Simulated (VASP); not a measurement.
# Sn (I4_1/amd) in VASP: further runs, part 2 of 2

VASP 6.6.1. The steps go on from the part before.

### Step 4. Relaxation of cell and atoms, PBE+D4

INCAR

```
SYSTEM = Sn
PREC = Accurate
ENCUT = 600
EDIFF = 1E-6
ISMEAR = -1
SIGMA = 0.05
LREAL = .FALSE.
LASPH = .TRUE.
NELM = 60
ALGO = Normal
ISIF = 3
LWAVE = .FALSE.
LCHARG = .FALSE.
GGA = PE
IVDW = 13
IBRION = 2
NSW = 60
EDIFFG = -0.01
```

KPOINTS

```
regular mesh
0
G
  9 9 9
  0 0 0
```

POSCAR

```
Sn
1.0
   -2.9401404553      2.9401404553      1.5993019889
    2.9401404553     -2.9401404553      1.5993019889
    2.9401404553      2.9401404553     -1.5993019889
Sn
2
Direct
    0.0000000000      0.0000000000      0.0000000000
    0.7500000000      0.2500000000      0.5000000000
```

Potentials or basis: VASP PAW PBE potentials, release 64 (Sn_d).

Command:

```bash
$ cat potpaw_PBE.64/Sn_d/POTCAR > POTCAR
$ mpirun -np 1 vasp_std > vasp.out
```

OUTCAR:

```text
SYSTEM = Sn
   PREC = Accurate
   ENCUT = 600
   EDIFF = 1E-6
   ISMEAR = -1
   LREAL = .FALSE.
   LASPH = .TRUE.
   NELM = 60
   ISIF = 3
   GGA = PE
   IVDW = 13
   IBRION = 2
   NSW = 60
   EDIFFG = -0.01

 ion  position               nearest neighbor table
   1  0.000  0.000  0.000-   2 3.05   2 3.05   2 3.05   2 3.05
   2  0.750  0.250  0.500-   1 3.05   1 3.05   1 3.05   1 3.05

  LATTYP: Found a body centered tetragonal cell.
 ALAT       =     5.8802809106
 C/A-ratio  =     0.5439542815

  Lattice vectors:

 A1 = (  -2.9401404553,   2.9401404553,   1.5993019889)
 A2 = (   2.9401404553,  -2.9401404553,   1.5993019889)
 A3 = (   2.9401404553,   2.9401404553,  -1.5993019889)

Analysis of symmetry for initial positions (statically):
=====================================================================
 Subroutine PRICEL returns:
 Original cell was already a primitive cell.

 Routine SETGRP: Setting up the symmetry group for a
 body centered tetragonal supercell.

 Subroutine GETGRP returns: Found 16 space group operations
 (whereof  8 operations were pure point group operations)
 out of a pool of 16 trial point group operations.

The static configuration has the point symmetry D_2d.
 The point group associated with its full space group is D_4h.

Analysis of symmetry for dynamics (positions and initial velocities):
=====================================================================
 Subroutine PRICEL returns:
[... 146 lines left out ...]
   NGX = 17   NGY = 17   NGZ = 17

--------------------------------------- Ionic step        1  -------------------------------------------

 number of electron      27.9999989 magnetization

 Free energy of the ion-electron system (eV)
  ---------------------------------------------------
  ext. energy  EPLUGINS =         0.00000000
  ---------------------------------------------------
  free energy    TOTEN  =        -7.60130720 eV

  energy without entropy =       -7.59383610  energy(sigma->0) =       -7.59757165

------------------------ aborting loop because EDIFF is reached ----------------------------------------

  DFT-D4 for vdW energy calculation

  Edisp (eV):   -0.83931
[... 191 lines left out ...]
--------------------------------------- Ionic step        6  -------------------------------------------

 number of electron      27.9999997 magnetization

 Free energy of the ion-electron system (eV)
  ---------------------------------------------------
  ext. energy  EPLUGINS =         0.00000000
  ---------------------------------------------------
  free energy    TOTEN  =        -7.59037844 eV

  energy without entropy =       -7.58246403  energy(sigma->0) =       -7.58642123

 E-fermi :   7.9786     XC(G=0): -10.2994

 val. band max:        7.9493660526   @ k =   0.4444   0.3333   0.0000
 cond. band min:       7.9954940327   @ k =  -0.2222  -0.2222   0.1111
 fundamental gap:      0.0461279801
 Fermi energy:         7.9785848253

 k-point     1 :       0.0000    0.0000    0.0000
  band No.  band energies     occupation
      1     -13.6923      2.00000
      2     -13.6195      2.00000
      3     -13.5679      2.00000
      4     -13.5656      2.00000
      5     -13.4071      2.00000
      6     -13.4071      2.00000
[... 481 lines left out ...]
      5     -13.4387      2.00000
      6     -13.4319      2.00000
[... 10 lines left out ...]
     17      11.9195      0.00000
     18      12.7748      0.00000

 [... further k-points ...]

------------------------ aborting loop because EDIFF is reached ----------------------------------------

  DFT-D4 for vdW energy calculation

  Edisp (eV):   -0.85317
[... 25 lines left out ...]
  FREE ENERGIE OF THE ION-ELECTRON SYSTEM (eV)
  ---------------------------------------------------
  free  energy   TOTEN  =        -8.4435519289 eV

  energy  without entropy=       -8.4356375121  energy(sigma->0) =       -8.43959472

 reached required accuracy - stopping structural energy minimisation
```

OSZICAR:

```text
N       E                     dE             d eps       ncg     rms          rms(c)
DAV:   1     0.208502523232E+03    0.20850E+03   -0.16227E+04  2702   0.262E+03
DAV:   2     0.110638842957E+02   -0.19744E+03   -0.19529E+03  2702   0.471E+02
[... 41 lines left out ...]
   5 F= -.84435450E+01 E0= -.84396344E+01  d E =-.898862E-04
       N       E                     dE             d eps       ncg     rms          rms(c)
DAV:   1    -0.759077895113E+01   -0.52406E-03   -0.11163E-02  3000   0.956E-01    0.994E-02
DAV:   2    -0.759051829281E+01    0.26066E-03   -0.57260E-04  3172   0.427E-01    0.611E-02
DAV:   3    -0.759037540514E+01    0.14289E-03   -0.31214E-04  3620   0.278E-01    0.795E-03
DAV:   4    -0.759037892939E+01   -0.35242E-05   -0.54143E-05  2818   0.946E-02    0.459E-03
DAV:   5    -0.759037844266E+01    0.48673E-06   -0.14172E-06  1488   0.202E-02
   6 F= -.84435519E+01 E0= -.84395947E+01  d E =-.968065E-04
```

It took 2.7 min on 1 thread of Intel Xeon 6975P-C (Granite Rapids), shared host; peak memory 0.26 GiB.

What came out:

| Quantity | Value |
| --- | --- |
| Free energy | -8.4436 eV |
| Relaxed volume | 27.17 Å³/atom |
| Relaxed cell | a = 4.435 Å, b = 4.435 Å, c = 4.435 Å, α = 97.32°, β = 97.32°, γ = 138.17° |
| Space group after relaxing (to 0.05 Å) | I4_1/amd (No. 141) |
| Energy gained by relaxing | 1.5 meV/atom |
| Ionic steps | 6 |
| Pressure after relaxing | 0.0 GPa |
| Band gap on the k mesh | zero (band 14 reaches 9.18 eV, above the bottom of band 15 at 5.17 eV) |
| Dispersion energy per atom | -0.427 eV |

The path:
```tsv
step	energy change (eV)	largest force (eV/Å)	pressure (GPa)	volume (Å³)
1	0.0000	0.0000	-0.90	55.30
2	-0.0026	0.0000	0.31	54.06
3	-0.0028	0.0000	0.02	54.34
4	-0.0028	0.0000	0.05	54.32
5	-0.0029	0.0000	0.05	54.33
6	-0.0029	0.0000	0.03	54.34
```

Final structure:
```xyz
2
Lattice="-2.9294 2.9294 1.5831 2.9294 -2.9294 1.5831 2.9294 2.9294 -1.5831" Properties=species:S:1:pos:R:3 pbc="T T T"
Sn   -2.9294    2.9294    1.5831
Sn    0.0000    2.9294    0.7915
```

Caveat: spin-orbit coupling is left out, which moves the levels of the heavy elements; pairwise dispersion overbinds metals, which lowers pressure and volume.

### Step 5. Relaxation of cell and atoms, PBEsol+D3(BJ)

INCAR

```
ALGO = Normal ; EDIFF = 1E-6
EDIFFG = -0.01 ; ENCUT = 600
GGA = PS ; IBRION = 2
ISIF = 3 ; ISMEAR = -1
IVDW = 12 ; LASPH = True
LCHARG = False ; LREAL = False
LWAVE = False ; NELM = 80
NSW = 60 ; PREC = Accurate
SIGMA = 0.05
```

KPOINTS

```
k-points
0
Gamma
  9 9 9
```

POSCAR is that of step 4.

Potentials or basis: VASP PAW PBE potentials, release 64 (Sn_d).

Command:

```bash
$ cat potpaw_PBE.64/Sn_d/POTCAR > POTCAR
$ mpirun -np 1 vasp_std > vasp.out
```

OUTCAR:

```text
EDIFF = 1E-6
   EDIFFG = -0.01
   ENCUT = 600
   GGA = PS
   IBRION = 2
   ISIF = 3
   ISMEAR = -1
   IVDW = 12
   LASPH = True
   LREAL = False
   NELM = 80
   NSW = 60
   PREC = Accurate
 IVDW          = 12

 ion  position               nearest neighbor table
   1  0.000  0.000  0.000-   2 3.05   2 3.05   2 3.05   2 3.05
   2  0.750  0.250  0.500-   1 3.05   1 3.05   1 3.05   1 3.05

  LATTYP: Found a body centered tetragonal cell.
 ALAT       =     5.8802809106
 C/A-ratio  =     0.5439542815

  Lattice vectors:

 A1 = (  -2.9401404553,   2.9401404553,   1.5993019889)
 A2 = (   2.9401404553,  -2.9401404553,   1.5993019889)
 A3 = (   2.9401404553,   2.9401404553,  -1.5993019889)

Analysis of symmetry for initial positions (statically):
[... 375 lines left out ...]
--------------------------------------- Ionic step       10  -------------------------------------------

 number of electron      28.0000009 magnetization

 Free energy of the ion-electron system (eV)
  ---------------------------------------------------
  ext. energy  EPLUGINS =         0.00000000
  ---------------------------------------------------
  free energy    TOTEN  =        -8.49928318 eV

  energy without entropy =       -8.49160489  energy(sigma->0) =       -8.49544403

 E-fermi :   8.4999     XC(G=0): -10.6996

 val. band max:        8.4967907284   @ k =   0.4444   0.4444  -0.0000
 cond. band min:       8.5174278124   @ k =   0.2222   0.1111   0.0000
 fundamental gap:      0.0206370841
 Fermi energy:         8.4999474118

 k-point     1 :       0.0000    0.0000    0.0000
  band No.  band energies     occupation
      1     -13.1536      2.00000
      2     -13.0678      2.00000
      3     -13.0118      2.00000
      4     -13.0078      2.00000
      5     -12.8134      2.00000
      6     -12.8134      2.00000
[... 481 lines left out ...]
      5     -12.8558      2.00000
      6     -12.8477      2.00000
[... 10 lines left out ...]
     17      12.5846      0.00000
     18      13.4729      0.00000

 [... further k-points ...]

------------------------ aborting loop because EDIFF is reached ----------------------------------------

 Edisp (eV)   -0.82092

 E8    (eV) :    -0.5783
[... 25 lines left out ...]
  FREE ENERGIE OF THE ION-ELECTRON SYSTEM (eV)
  ---------------------------------------------------
  free  energy   TOTEN  =        -9.3202045434 eV

  energy  without entropy=       -9.3125262586  energy(sigma->0) =       -9.31636540

 reached required accuracy - stopping structural energy minimisation
```

CONTCAR:

```text
Sn
   1.00000000000000
    -2.8801235048836191    2.8801235048836191    1.5525116351099248
     2.8801235048836191   -2.8801235048836191    1.5525116351099248
     2.8801235048836191    2.8801235048836191   -1.5525116351099248
  Sn
     2
Direct
     0.0000000000000000    0.0000000000000000    0.0000000000000000
     0.7500000000000000    0.2500000000000000    0.5000000000000000

  0.00000000E+00  0.00000000E+00  0.00000000E+00
  0.00000000E+00  0.00000000E+00  0.00000000E+00
```

Run time: 3 min. Hardware: 1 thread of Intel Xeon 6975P-C (Granite Rapids), shared host; peak memory 0.26 GiB.

Results:

| Item | Value |
| --- | --- |
| Free energy | -9.3202 eV |
| Relaxed volume | 25.76 Å³/atom |
| Relaxed cell | a = 4.359 Å, b = 4.359 Å, c = 4.359 Å, α = 97.29°, β = 97.29°, γ = 138.27° |
| Space group after relaxing (to 0.05 Å) | I4_1/amd (No. 141) |
| Energy gained by relaxing | 23.8 meV/atom |
| Ionic steps | 10 |
| Pressure after relaxing | 0.0 GPa |
| Band gap on the k mesh | zero (band 14 reaches 9.72 eV, above the bottom of band 15 at 5.48 eV) |
| Dispersion energy per atom | -0.410 eV |

Step by step:
```
step  energy change (eV)  largest force (eV/Å)  pressure (GPa)  volume (Å³)
   1              0.0000                0.0000           -3.74        55.30
   2             -0.0412                0.0000            1.63        50.29
   3             -0.0473                0.0000            0.03        51.52
   4             -0.0472                0.0000           -0.06        51.60
   5             -0.0476                0.0000           -0.09        51.59
   6             -0.0476                0.0000           -0.09        51.59
   7             -0.0476                0.0000           -0.10        51.58
   8             -0.0476                0.0000           -0.08        51.58
   9             -0.0477                0.0000            0.06        51.49
  10             -0.0477                0.0000           -0.02        51.51
```

Final structure:
```cif
data_structure
_symmetry_space_group_name_H-M 'P 1'
_symmetry_Int_Tables_number 1
_cell_length_a 4.3590
_cell_length_b 4.3590
_cell_length_c 4.3590
_cell_angle_alpha 97.288
_cell_angle_beta 97.288
_cell_angle_gamma 138.270
_cell_volume 51.51
loop_
_atom_site_label
_atom_site_type_symbol
_atom_site_fract_x
_atom_site_fract_y
_atom_site_fract_z
_atom_site_occupancy
Sn1 Sn 0.00000 0.00000 0.00000 1
Sn2 Sn 0.75000 0.25000 0.50000 1
```

Levels at points of the mesh, in eV from the Fermi level:
```csv
k point,band 10,band 11,band 12,band 13,band 14,band 15,band 16,band 17,band 18
"(0.00, 0.00, 0.00)",-21.08,-11.58,-3.64,-2.19,-2.19,2.81,6.36,6.36,7.34
```

Caveat: the PAW data sets were made with another functional, which shifts forces and pressure a little; spin-orbit coupling is left out, which moves the levels of the heavy elements; pairwise dispersion overbinds metals, which lowers pressure and volume.

### Step 6. Relaxation of cell and atoms, revPBE+D3(BJ)

INCAR

```
SYSTEM = Sn
  PREC = Accurate
  ENCUT = 600
  EDIFF = 1E-6
  ISMEAR = -1
  SIGMA = 0.05
  LREAL = .FALSE.
  LASPH = .TRUE.
  NELM = 80
  ALGO = Normal
  ISIF = 3
  LWAVE = .FALSE.
  LCHARG = .FALSE.
  GGA = RE
  IVDW = 12
  IBRION = 2
  NSW = 60
  EDIFFG = -0.01
```

KPOINTS

```
Automatic mesh
0
G
  9 9 9
  0 0 0
```

POSCAR is that of step 5.

Potentials or basis: VASP PAW PBE potentials, release 64 (Sn_d).

Command:

```bash
$ cat potpaw_PBE.64/Sn_d/POTCAR > POTCAR
$ mpirun -np 1 vasp_std > vasp.out
```

It took 2.2 min on 1 thread of Intel Xeon 6975P-C (Granite Rapids), shared host; peak memory 0.27 GiB.

The run converged. Its results:

- Free energy: -8.3910 eV
- Relaxed volume: 26.79 Å³/atom
- Relaxed cell: a = 4.415 Å, b = 4.415 Å, c = 4.415 Å, α = 97.31°, β = 97.31°, γ = 138.21°
- Space group after relaxing (to 0.05 Å): I4_1/amd (No. 141)
- Energy gained by relaxing: 4.5 meV/atom
- Ionic steps: 7
- Pressure after relaxing: 0.0 GPa
- Band gap on the k mesh: zero (band 14 reaches 9.45 eV, above the bottom of band 15 at 5.38 eV)
- Dispersion energy per atom: -0.729 eV

Step by step:
```
step  energy change (eV)  largest force (eV/Å)  pressure (GPa)  volume (Å³)
   1              0.0000                0.0000           -1.60        55.30
   2             -0.0081                0.0000            0.55        53.12
   3             -0.0088                0.0000            0.01        53.60
   4             -0.0088                0.0000            0.06        53.57
   5             -0.0090                0.0000            0.05        53.57
   6             -0.0090                0.0000            0.03        53.58
   7             -0.0090                0.0000            0.03        53.58
```

Final structure:
```xyz
2
Lattice="-2.9166 2.9166 1.5746 2.9166 -2.9166 1.5746 2.9166 2.9166 -1.5746" Properties=species:S:1:pos:R:3 pbc="T T T"
Sn    0.0000    0.0000    0.0000
Sn    0.0000    2.9166    0.7873
```

Levels at points of the mesh, in eV from the Fermi level:
| k point | band 10 | band 11 | band 12 | band 13 | band 14 | band 15 | band 16 | band 17 | band 18 |
| --- | --- | --- | --- | --- | --- | --- | --- | --- | --- |
| (0.00, 0.00, 0.00) | -21.24 | -11.25 | -3.68 | -2.08 | -2.08 | 2.87 | 6.21 | 6.21 | 7.07 |

Caveat: the PAW data sets were made with another functional, which shifts forces and pressure a little; spin-orbit coupling is left out, which moves the levels of the heavy elements; pairwise dispersion overbinds metals, which lowers pressure and volume.

### Step 7. The runs side by side

```tsv
level	gap on the mesh (eV)	pressure (GPa)	relaxed volume (Å³/atom)
BLYP+D4	none	0.0	28.44
PBE+D3(BJ)	none	0.0	27.21
PBE+D4	none	0.0	27.17
PBEsol+D3(BJ)	none	0.0	25.76
revPBE+D3(BJ)	none	0.0	26.79
```

Alike in all rows: task relaxation of cell and atoms; potentials or basis VASP PAW PBE potentials, release 64 (Sn_d); no spin polarisation; cell relaxed; k mesh 9 × 9 × 9; cutoff (eV) 600; smearing fermi-dirac 0.05 eV.

Caveats: spin-orbit coupling is left out, which moves the levels of the heavy elements; pairwise dispersion overbinds metals, which lowers pressure and volume; the PAW data sets were made with another functional, which shifts forces and pressure a little (some runs).

Total energies depend on the potentials used, so only differences within one code and one set of settings carry meaning.
